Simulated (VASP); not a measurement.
K, 4 atoms in the cell. Symmetry: P6_3/mmc, No. 194, hexagonal system. The conventional cell has a = 4.158 Å, b = 4.158 Å, c = 13.782 Å, α = 90.00°, β = 90.00°, γ = 120.00°. Within 5.5 Å of K (site symmetry -3m) lie 12 K at 4.16 to 4.20 Å. Within 5.5 Å of K (site symmetry -6m2) lie 12 K at 4.16 to 4.20 Å. This isn't the form of K at room conditions, which is bcc.

| Property | Result |
| --- | --- |
| Program | VASP 6.6.1 |
| Task | single point |
| Functional | PBE |
| Potentials or basis | VASP PAW PBE potentials, release 64 (K_sv) |
| Cutoff | 520 eV |
| k mesh | 7 × 7 × 4 |
| Occupations | fermi-dirac, width 0.05 eV |
| Spin | no spin polarisation |
| Dipole correction | no |
| Further INCAR settings | ALGO = Normal; EDIFF = 1e-06; NBANDS = 26 |

Potentials or basis: VASP PAW PBE potentials, release 64 (K_sv).

Launch:

```sh
$ cat potpaw_PBE.64/K_sv/POTCAR > POTCAR
$ mpirun -np 1 vasp_std > vasp.out
```

Hardware: 1 thread of Intel(R) Xeon(R) Platinum 8259CL CPU @ 2.50GHz (Skylake/Cascade Lake), on a shared host.

**Question.** Estimate the wall time of this run.

**Answer.** Run time: 87 s on 1 thread of Intel(R) Xeon(R) Platinum 8259CL CPU @ 2.50GHz (Skylake/Cascade Lake), with other jobs on the host, peak memory 0.35 GiB. Counts: scf iterations 12, k points 24.
